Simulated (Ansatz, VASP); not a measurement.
## KCl: VASP beside Ansatz

Contents of INCAR:

```
PREC     = Accurate       # precision mode
ENCUT    = 520            # plane-wave cutoff, eV
EDIFF    = 1E-6           # SCF threshold, eV
ISMEAR   = 0              # smearing method
SIGMA    = 0.05           # smearing width, eV
LREAL    = False          # projectors in reciprocal space
LASPH    = True           # aspherical terms in the spheres
NELM     = 80             # most SCF steps
ALGO     = Normal         # electronic algorithm
ISIF     = 2              # what is computed and relaxed
LWAVE    = False          # write WAVECAR
LCHARG   = False          # write CHGCAR
GGA      = PE             # functional
NBANDS   = 15             # bands
```

The input KPOINTS:

```
Automatic mesh
0
Gamma
  8 8 8
```

The input POSCAR:

```
KCl
1.0
    0.0000000000      2.8918092183      3.7593519838
    2.8918092183      0.0000000000      3.7593519838
    2.8918092183      2.8918092183      0.0000000000
K Cl
1 1
Direct
    0.0000000000      0.0000000000      0.0000000000
    0.5000000000      0.5000000000      0.5000000000
```

Input for Ansatz:

```yaml
crystal:
  lattice:
    - [0.0, 2.8918092183, 3.7593519838]
    - [2.8918092183, 0.0, 3.7593519838]
    - [2.8918092183, 2.8918092183, 0.0]
  atoms:
    - { symbol: K, position: [0.0, 0.0, 0.0] }
    - { symbol: Cl, position: [0.5, 0.5, 0.5] }
basis:
  ecutwfc: 420
kpoints:
  mp_grid: { grid: [8, 8, 8] }
hamiltonian:
  xc: pbe
scf:
  occupations: { method: gaussian, width: 0.05 }
output:
  forces: true
  stress: true
  eigenvalues: true
```

Alike in both runs: task single point; functional PBE; k mesh 8 × 8 × 8; occupations gaussian, width 0.05 eV; no spin polarisation.

|  | VASP | Ansatz |
| --- | --- | --- |
| version | VASP 6.6.1 | Ansatz 0.2.0 |
| potentials or method | VASP PAW PBE potentials, release 64 (K_sv, Cl), cutoff 520 eV | scalar-relativistic, plane waves, PAW |
| valence electrons in the cell | 16 | 16 |

|  | VASP | Ansatz | Ansatz less VASP |
| --- | --- | --- | --- |
| gap on the k mesh at the Fermi level (eV) | 4.89 | 4.90 | +0.004 |
| least direct gap on the mesh (eV) | 4.89 | 4.90 | +0.004 |
| pressure (GPa) | 3.8 | 3.7 | -0.07 |
| traceless stress, the component that is largest in VASP (GPa) | -5.16 | -5.06 | +0.102 |
